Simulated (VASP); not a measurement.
Nb, 1 atom in the cell. Symmetry: Im-3m, No. 229, cubic system. The conventional cell has a = 3.302 Å, b = 3.302 Å, c = 3.302 Å, α = 90.00°, β = 90.00°, γ = 90.00°. Nb (site symmetry m-3m) has 14 Nb at 2.86 to 3.30 Å within 3.8 Å. 

* Program: VASP 6.6.1
* Task: single point
* Functional: r2SCAN
* Potentials or basis: VASP PAW PBE potentials, release 64 (Nb_sv)
* Cutoff: 520 eV
* k mesh: 2 × 2 × 2
* Occupations: fermi-dirac, width 0.1 eV
* Spin: no spin polarisation
* Dipole correction: no
* Further INCAR settings: ALGO = Normal; EDIFF = 1e-06; NBANDS = 12

Potentials or basis: VASP PAW PBE potentials, release 64 (Nb_sv).

The run is started by

```bash
$ cat potpaw_PBE.64/Nb_sv/POTCAR > POTCAR
$ cp INCAR.step1 INCAR
$ mpirun -np 1 vasp_std > vasp.out
$ cp INCAR.step2 INCAR
$ mpirun -np 1 vasp_std > vasp.out
```

Hardware: 1 thread of Intel(R) Xeon(R) Platinum 8375C CPU @ 2.90GHz (Ice Lake), on a shared host.

**Question.** How long does it take, and how much memory?

**Answer.** It took 7 s on 1 thread of Intel(R) Xeon(R) Platinum 8375C CPU @ 2.90GHz (Ice Lake), with other jobs on the host, peak memory 0.14 GiB. Counts: k points 3.
